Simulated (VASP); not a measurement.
## NbN: single point with PBE

The system is NbN, a slab with vacuum.

```
Nb N
1.0
     3.12679    0.00000    0.00000
     0.00000    3.12679    0.00000
     0.00000    0.00000   22.63290
Nb N
4 4
Direct
  0.00000 0.00000 0.35347
  0.50000 0.50000 0.45116
  0.00000 0.00000 0.54884
  0.50000 0.50000 0.64653
  0.50000 0.50000 0.35347
  0.00000 0.00000 0.45116
  0.50000 0.50000 0.54884
  0.00000 0.00000 0.64653
```

```yaml
Program: VASP 6.6.1
Task: single point
Functional: PBE
Potentials_or_basis: VASP PAW PBE potentials, release 64 (Nb_sv, N)
Cutoff: 520 eV
k_mesh: 13 × 13 × 1
Occupations: fermi-dirac, width 0.1 eV
Spin: no spin polarisation
Dipole_correction: yes
k_mesh_for_the_DOS: 20 × 20 × 1
Occupations_for_the_DOS: tetrahedron
Further_INCAR_settings: ALGO = Normal; EDIFF = 1e-06; NBANDS = 46; NELMDL = -8
```

```yaml
Valence_electrons_inside_the_program's_atomic_spheres: Nb 10.54, 10.63 (each value once); N 3.68, 3.72 (each value once)
```

Levels at points of the mesh, in eV from the Fermi level:
| k point | band 32 | band 33 | band 34 | band 35 | band 36 | band 37 | band 38 | band 39 | band 40 | band 41 |
| --- | --- | --- | --- | --- | --- | --- | --- | --- | --- | --- |
| (0.00, 0.00, 0.00) | -3.30 | -2.94 | -2.94 | -2.87 | -2.16 | -0.98 | -0.98 | -0.74 | 0.09 | 0.41 |
| (0.50, 0.00, 0.00) | -5.41 | 0.37 | 0.37 | 0.60 | 0.60 | 1.23 | 1.23 | 1.29 | 1.29 | 1.62 |
| (0.50, 0.50, 0.00) | -3.63 | -3.11 | -3.11 | -1.53 | -1.53 | 0.42 | 0.42 | 1.49 | 1.49 | 2.12 |

Run time: 8.1 min on 1 thread of AMD EPYC 9R45 (Zen 5), with other jobs on the host, peak memory 0.58 GiB.
